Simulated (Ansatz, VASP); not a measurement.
# Two plane-wave programs on Ga

```
Ga
1.0
     1.38300   -4.02650    0.00000
     1.38300    4.02650    0.00000
    -0.11745    0.00000    3.32993
Ga
2
Direct
  0.13100 0.86900 0.75000
  0.86900 0.13100 0.25000
```

Alike in both runs: task single point; functional PBE; k mesh 10 × 10 × 8; occupations gaussian, width 0.022 eV; no spin polarisation.

|  | VASP | Ansatz |
| --- | --- | --- |
| version | VASP 6.6.1 | Ansatz 0.2.0 |
| potentials or method | VASP PAW PBE potentials, release 64 (Ga_d) | Ansatz PAW |
| plane-wave cutoff (eV) | 520 | 420 |
| valence electrons in the cell | 26 | 26 |

```tsv
	VASP	Ansatz	Ansatz less VASP
gap on the k mesh at the Fermi level (eV)	none	none	-
pressure (GPa)	1.6	1.6	+0.01
traceless stress, the component that is largest in VASP (GPa)	-1.21	-1.20	+0.016
rms of the force components (eV/Å)	0.126	0.124	-0.0017
```

Atom by atom the forces differ by 0.002 eV/Å (rms over components). A gap of «none» marks a metal or a gap that the smearing closes.
